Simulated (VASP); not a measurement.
# CsCl in VASP: further runs

CsCl is run at these levels: PBEsol; tasks: single point, relaxation of the atoms.

Program: VASP 6.6.1. These are calculated values, not measurements. Logs are shortened: lines on timing, memory, paths and dates and some standing lists are left out, and cuts for length are marked.

## Step 1: The cell of the first run

Symmetry: Pm-3m, No. 221, cubic system. Conventional cell: a = 4.065 Å, b = 4.065 Å, c = 4.065 Å, α = 90.00°, β = 90.00°, γ = 90.00°. Cs (site symmetry m-3m) has 8 Cl at 3.52 Å and 6 Cs at 4.07 Å within 4.6 Å. Within 4.6 Å of Cl (site symmetry m-3m) lie 8 Cs at 3.52 Å and 6 Cl at 4.07 Å.

## Step 2: Single point, PBEsol

The input, INCAR:

```
SYSTEM = CsCl
PREC = Accurate
ENCUT = 500
EDIFF = 1E-6
ISMEAR = -1
SIGMA = 0.1
LREAL = .FALSE.
LASPH = .TRUE.
NELM = 120
ALGO = Normal
ISIF = 2
LWAVE = .FALSE.
LCHARG = .FALSE.
GGA = PS
NBANDS = 15
GGA_COMPAT = .FALSE.
```

The input, KPOINTS:

```
regular mesh
0
G
  10 10 10
  0 0 0
```

The input, POSCAR:

```
CsCl
1.0
    4.0653446562      0.0000000000      0.0000000000
    0.0000000000      4.0653446562      0.0000000000
    0.0000000000      0.0000000000      4.0653446562
Cs Cl
1 1
Direct
    0.0000000000      0.0000000000      0.0000000000
    0.5000000000      0.5000000000      0.5000000000
```

Potentials or basis: VASP PAW PBE potentials, release 64 (Cs_sv, Cl).

Started as:

```
> cat potpaw_PBE.64/Cs_sv/POTCAR potpaw_PBE.64/Cl/POTCAR > POTCAR
> mpirun -np 1 vasp_std > vasp.out
```

OUTCAR:

```text
SYSTEM = CsCl
   PREC = Accurate
   ENCUT = 500
   EDIFF = 1E-6
   ISMEAR = -1
   LREAL = .FALSE.
   LASPH = .TRUE.
   NELM = 120
   ISIF = 2
   GGA = PS

 ion  position               nearest neighbor table
   1  0.000  0.000  0.000-
   2  0.500  0.500  0.500-

  LATTYP: Found a simple cubic cell.
 ALAT       =     4.0653446562

  Lattice vectors:

 A1 = (   4.0653446562,   0.0000000000,   0.0000000000)
 A2 = (   0.0000000000,   4.0653446562,   0.0000000000)
 A3 = (   0.0000000000,   0.0000000000,   4.0653446562)

Analysis of symmetry for initial positions (statically):
=====================================================================
 Subroutine PRICEL returns:
 Original cell was already a primitive cell.

 Routine SETGRP: Setting up the symmetry group for a
 simple cubic supercell.

 Subroutine GETGRP returns: Found 48 space group operations
 (whereof 48 operations were pure point group operations)
 out of a pool of 48 trial point group operations.

The static configuration has the point symmetry O_h .

Analysis of symmetry for dynamics (positions and initial velocities):
=====================================================================
 Subroutine PRICEL returns:
 Original cell was already a primitive cell.

 Routine SETGRP: Setting up the symmetry group for a
 simple cubic supercell.

 Subroutine GETGRP returns: Found 48 space group operations
 (whereof 48 operations were pure point group operations)
 out of a pool of 48 trial point group operations.

The dynamic configuration has the point symmetry O_h .

 Subroutine INISYM returns: Found 48 space group operations
 (whereof 48 operations are pure point group operations),
 and found     1 'primitive' translations

----------------------------------------------------------------------------------------

                                     Primitive cell

  volume of cell :      67.1881

  direct lattice vectors                    reciprocal lattice vectors
     4.065344656  0.000000000  0.000000000     0.245981604  0.000000000  0.000000000
     0.000000000  4.065344656  0.000000000     0.000000000  0.245981604  0.000000000
     0.000000000  0.000000000  4.065344656     0.000000000  0.000000000  0.245981604

  length of vectors
     4.065344656  4.065344656  4.065344656     0.245981604  0.245981604  0.245981604

  position of ions in fractional coordinates (direct lattice)
     0.000000000  0.000000000  0.000000000
     0.500000000  0.500000000  0.500000000

  ion indices of the primitive-cell ions
   primitive index   ion index
                 1           1
                 2           2

----------------------------------------------------------------------------------------

 KPOINTS: regular mesh

Automatic generation of k-mesh.
 Grid dimensions read from file:
 generate k-points for:   10   10   10

 Generating k-lattice:

  Cartesian coordinates                     Fractional coordinates (reciprocal lattice)
     0.024598160  0.000000000  0.000000000     0.100000000  0.000000000  0.000000000
     0.000000000  0.024598160  0.000000000     0.000000000  0.100000000  0.000000000
     0.000000000  0.000000000  0.024598160     0.000000000  0.000000000  0.100000000

  Length of vectors
     0.024598160  0.024598160  0.024598160

  Shift w.r.t. Gamma in fractional coordinates (k-lattice)
     0.000000000  0.000000000  0.000000000

 Subroutine IBZKPT returns following result:
 ===========================================

 Found     56 irreducible k-points:

 Following reciprocal coordinates:
            Coordinates               Weight
  0.000000  0.000000  0.000000      1.000000
  0.100000  0.000000  0.000000      6.000000
  0.200000  0.000000  0.000000      6.000000
  0.300000  0.000000  0.000000      6.000000
  0.400000  0.000000  0.000000      6.000000
  0.500000  0.000000  0.000000      3.000000
[... 16 lines left out ...]
  0.200000  0.100000  0.100000     24.000000
  0.300000  0.100000  0.100000     24.000000
 [... further k-points ...]
   k-points           NKPTS =     56   k-points in BZ     NKDIM =     56   number of bands    NBANDS=     15
   number of dos      NEDOS =    301   number of ions     NIONS =      2
   total plane-waves  NPLWV =  27000
   dimension x,y,z NGX =    30 NGY =   30 NGZ =   30
   dimension x,y,z NGXF=    60 NGYF=   60 NGZF=   60
   ions per type =               1   1
   NGX,Y,Z   is equivalent  to a cutoff of  12.27, 12.27, 12.27 a.u.
   NGXF,Y,Z  is equivalent  to a cutoff of  24.54, 24.54, 24.54 a.u.
 SYSTEM =  CsCl
   PREC   = accura    normal or accurate (medium, high low for compatibility)
   ISTART =      0    job   : 0-new  1-cont  2-samecut
   ICHARG =      2    charge: 1-file 2-atom 10-const
   ISPIN  =      1    spin polarized calculation?
   LNONCOLLINEAR =      F non collinear calculations
   LSORBIT =      F    spin-orbit coupling
   LASPH  =      T    aspherical Exc in radial PAW
   ENCUT  =  500.0 eV  36.75 Ry    6.06 a.u.   7.41  7.41  7.41*2*pi/ulx,y,z
   NELM   =    120;   NELMIN=  2; NELMDL= -5     # of ELM steps
   EDIFF  = 0.1E-05   stopping-criterion for ELM
   LREAL  =      F    real-space projection
   EDIFFG = 0.1E-04   stopping-criterion for IOM
   NSW    =      0    number of steps for IOM
   IBRION =     -1    ionic relax: 0-MD 1-quasi-New 2-CG
   NFREE  =      0    steps in history (QN), initial steepest desc. (CG)
   ISIF   =      2    stress and relaxation
   ISYM   =      2    0-nonsym 1-usesym 2-fastsym
   POTIM  = 0.5000    time-step for ionic-motion
   TEBEG  =    0.0;   TEEND  =   0.0 temperature during run
   PSTRESS=    0.0 pullay stress
   NELECT =      16.0000    total number of electrons
   NUPDOWN=      -1.0000    fix difference up-down
   EMIN   =  10.00;   EMAX   =-10.00  energy-range for DOS
   EFERMI =   0.00;   METHOD = LEGACY
   ISMEAR =    -1;   SIGMA  =   0.10  broadening in eV -4-tet -1-fermi 0-gaus
   EFERMI_NEDOS =   21; number of points for ismear=-14 and -15
   IALGO  =     38    algorithm
   IMIX   =      4    mixing-type and parameters
     AMIX     =   0.40;   BMIX     =  1.00
     AMIX_MAG =   1.60;   BMIX_MAG =  1.00
  volume/ion in A,a.u.               =      33.59       226.70
  Fermi-wavevector in a.u.,A,eV,Ry     =   1.014731  1.917563 14.009624  1.029678
  Thomas-Fermi vector in A             =   2.147975
   LORBIT       =      0    0 simple, 1 ext, 2 COOP (PROOUT), +10 PAW based schemes
   GGA     = PS    functional components
   LHFCALC =     F    Hartree Fock is set to
   AEXX    =    0.0000 exact exchange contribution
   IVDW    =     0    specifies the selected vdW correction
   LEPSILON=     F    determine dielectric tensor
   LRPA    =     F    only Hartree local field effects (RPA)
 non-spin polarized calculation
  energy-cutoff  :      500.00
  volume of cell :       67.19
 maximum number of plane-waves:      1743
 NGX is ok and might be reduce to    30
   NGX = 15   NGY = 15   NGZ = 15

 number of electron      16.0000008 magnetization

 Free energy of the ion-electron system (eV)
  ---------------------------------------------------
  ext. energy  EPLUGINS =         0.00000000
  ---------------------------------------------------
  free energy    TOTEN  =        -6.84493337 eV

  energy without entropy =       -6.84493337  energy(sigma->0) =       -6.84493337

 E-fermi :   2.0544     XC(G=0):  -8.6740

 val. band max:       -0.1815575224   @ k =   0.0000   0.0000   0.0000
 cond. band min:       5.0293190798   @ k =   0.0000   0.0000   0.0000
 fundamental gap:      5.2108766022
 Fermi energy:         2.0544275223

 k-point     1 :       0.0000    0.0000    0.0000
  band No.  band energies     occupation
      1     -19.5058      2.00000
      2     -12.3984      2.00000
      3      -5.9447      2.00000
      4      -5.9447      2.00000
      5      -5.9447      2.00000
      6      -0.1816      2.00000
      7      -0.1816      2.00000
      8      -0.1816      2.00000
      9       5.0293      0.00000
     10       5.0293      0.00000
     11       5.0562      0.00000
     12       9.9632      0.00000
     13       9.9632      0.00000
     14       9.9632      0.00000
     15      13.1056      0.00000

 k-point     2 :       0.1000    0.0000    0.0000
  band No.  band energies     occupation
      1     -19.4964      2.00000
      2     -12.4038      2.00000
      3      -6.0094      2.00000
      4      -5.9290      2.00000
      5      -5.9290      2.00000
      6      -0.3396      2.00000
      7      -0.2077      2.00000
      8      -0.2077      2.00000
      9       5.1010      0.00000
     10       5.2728      0.00000
     11       5.3350      0.00000
     12       9.8652      0.00000
     13       9.8652      0.00000
     14      10.0259      0.00000
     15      12.3538      0.00000

 k-point     3 :       0.2000    0.0000    0.0000
  band No.  band energies     occupation
      1     -19.4718      2.00000
      2     -12.4188      2.00000
      3      -6.1682      2.00000
      4      -5.8872      2.00000
      5      -5.8872      2.00000
      6      -0.7081      2.00000
      7      -0.2776      2.00000
      8      -0.2776      2.00000
      9       5.3089      0.00000
     10       5.8731      0.00000
     11       6.1219      0.00000
     12       9.6669      0.00000
     13       9.6669      0.00000
     14      10.2056      0.00000
     15      11.1507      0.00000

 k-point     4 :       0.3000    0.0000    0.0000
  band No.  band energies     occupation
      1     -19.4409      2.00000
      2     -12.4393      2.00000
      3      -6.3458      2.00000
      4      -5.8339      2.00000
      5      -5.8339      2.00000
      6      -1.1015      2.00000
      7      -0.3671      2.00000
      8      -0.3671      2.00000
      9       5.6246      0.00000
     10       6.6092      0.00000
     11       7.2304      0.00000
     12       9.5120      0.00000
     13       9.5120      0.00000
     14      10.0538      0.00000
     15      10.4708      0.00000
[... 307 lines left out ...]
 k-point    22 :       0.1000    0.1000    0.1000
  band No.  band energies     occupation
      1     -19.4781      2.00000
      2     -12.4092      2.00000
      3      -6.0245      2.00000
      4      -6.0245      2.00000
      5      -5.9115      2.00000
      6      -0.5229      2.00000
      7      -0.2740      2.00000
      8      -0.2740      2.00000
      9       5.5159      0.00000
     10       5.5159      0.00000
     11       5.7482      0.00000
     12       9.4930      0.00000
     13       9.4930      0.00000
     14      10.3090      0.00000
     15      12.6004      0.00000

 k-point    23 :       0.2000    0.1000    0.1000
  band No.  band energies     occupation
      1     -19.4542      2.00000
      2     -12.4150      2.00000
      3      -6.1949      2.00000
      4      -5.9794      2.00000
      5      -5.9074      2.00000
      6      -0.7541      2.00000
      7      -0.3545      2.00000
      8      -0.3200      2.00000
      9       5.7028      0.00000
     10       6.1292      0.00000
     11       6.3486      0.00000
     12       9.2004      0.00000
     13       9.2055      0.00000
     14      10.2356      0.00000
     15      11.8342      0.00000

 k-point    24 :       0.3000    0.1000    0.1000
  band No.  band energies     occupation
      1     -19.4242      2.00000
      2     -12.4240      2.00000
      3      -6.3849      2.00000
      4      -5.9218      2.00000
      5      -5.9058      2.00000
      6      -1.0313      2.00000
      7      -0.4573      2.00000
      8      -0.3525      2.00000
      9       5.9822      0.00000
     10       6.7191      0.00000
     11       7.2922      0.00000
     12       8.8955      0.00000
     13       9.1467      0.00000
     14       9.9377      0.00000
     15      11.0320      0.00000

 [... further k-points ...]
[... 5 lines left out ...]
  --------------------------------------------------------------------------------------
  -------------------------------------------------------------------------------------
  Total        0.0347729      0.0347729      0.0347729      0.0000000      0.0000000      0.0000000
  in kB        0.8292008      0.8292008      0.8292008      0.0000000      0.0000000      0.0000000
  external PRESSURE =       0.8292008 kB  Pullay stress =       0.0000000 kB

 VOLUME and BASIS-vectors are now :
 -----------------------------------------------------------------------------
  energy-cutoff  :      500.00
  volume of cell :       67.19
      direct lattice vectors                 reciprocal lattice vectors
     4.065344656  0.000000000  0.000000000     0.245981604  0.000000000  0.000000000
     0.000000000  4.065344656  0.000000000     0.000000000  0.245981604  0.000000000
     0.000000000  0.000000000  4.065344656     0.000000000  0.000000000  0.245981604

 POSITION                                       TOTAL-FORCE (eV/Angst)
 -----------------------------------------------------------------------------------
      0.00000      0.00000      0.00000         0.000000      0.000000      0.000000
      2.03267      2.03267      2.03267         0.000000      0.000000      0.000000
 -----------------------------------------------------------------------------------
    total drift:                                0.000000      0.000000      0.000000

  FREE ENERGIE OF THE ION-ELECTRON SYSTEM (eV)
  ---------------------------------------------------
  free  energy   TOTEN  =        -6.8449333653 eV

  energy  without entropy=       -6.8449333652  energy(sigma->0) =       -6.84493337
```

Run time: 34 s. Hardware: 1 thread of Intel Xeon Platinum 8259CL at 2.50GHz (Skylake/Cascade Lake), shared host; peak memory 0.19 GiB.

Results:

```yaml
Free_energy: -6.8449 eV
Pressure: 0.1 GPa
Band_gap_on_the_k_mesh: 5.21 eV
```

Caveat: the PAW data sets were made with another functional, which shifts forces and pressure a little; spin-orbit coupling is left out, which moves the levels of the heavy elements.

## Step 3: Relaxation of the atoms, PBEsol (equal xy, yz and zx engineering shears of -0.5 %)

The input, INCAR:

```
SYSTEM = CsCl
PREC = Accurate ; ENCUT = 450
EDIFF = 1E-7 ; ISMEAR = 0
SIGMA = 0.01 ; LREAL = .FALSE.
LASPH = .TRUE. ; NELM = 120
ALGO = Normal ; ISIF = 2
LWAVE = .FALSE. ; LCHARG = .FALSE.
GGA = PS ; IBRION = 2
NSW = 50 ; EDIFFG = -0.002
GGA_COMPAT = .FALSE. ; NELMIN = 4
```

The input, KPOINTS:

```
regular mesh
0
G
  6 6 6
  0 0 0
```

The input, POSCAR:

```
CsCl
1.0
    4.0653446562     -0.0101633616     -0.0101633616
   -0.0101633616      4.0653446562     -0.0101633616
   -0.0101633616     -0.0101633616      4.0653446562
Cs Cl
1 1
Direct
    0.0000000000      0.0000000000      0.0000000000
    0.5000000000      0.5000000000      0.5000000000
```

Potentials or basis: VASP PAW PBE potentials, release 64 (Cs_sv, Cl).

Started as:

```
> cat potpaw_PBE.64/Cs_sv/POTCAR potpaw_PBE.64/Cl/POTCAR > POTCAR
> mpirun -np 1 vasp_std > vasp.out
```

It took 17 s on 1 thread of Intel Xeon Platinum 8259CL at 2.50GHz (Skylake/Cascade Lake), shared host; peak memory 0.16 GiB.

It converged, with:

* Free energy: -6.8451 eV
* Pressure after relaxing: 0.1 GPa
* Band gap on the k mesh: 5.21 eV

Final structure:
```xyz
2
Lattice="4.0653 -0.0102 -0.0102 -0.0102 4.0653 -0.0102 -0.0102 -0.0102 4.0653" Properties=species:S:1:pos:R:3 pbc="T T T"
Cs    0.0000    0.0000    0.0000
Cl    2.0225    2.0225    2.0225
```

Levels at points of the mesh, in eV from the valence-band top:
| k point | band 5 | band 6 | band 7 | band 8 | band 9 | band 10 | band 11 | band 12 |
| --- | --- | --- | --- | --- | --- | --- | --- | --- |
| (0.00, 0.00, 0.00) | -5.76 | -0.01 | -0.01 | 0.00 | 5.21 | 5.21 | 5.23 | 10.13 |
| (0.50, 0.00, 0.00) | -5.59 | -1.31 | -0.30 | -0.29 | 6.31 | 7.69 | 8.97 | 9.07 |
| (0.50, 0.50, 0.00) | -5.49 | -0.46 | -0.45 | -0.09 | 5.83 | 5.90 | 7.93 | 7.94 |
| (0.50, 0.50, 0.50) | -6.36 | -1.26 | -1.25 | -1.25 | 8.57 | 8.57 | 8.64 | 10.58 |

Caveat: the cell differs from its parent crystal (equal xy, yz and zx engineering shears of -0.5 %); the relaxation stopped at its first step, so nothing moved; the PAW data sets were made with another functional, which shifts forces and pressure a little; spin-orbit coupling is left out, which moves the levels of the heavy elements. A k mesh can miss the band edges.

(Continued in part 2 of 2.)
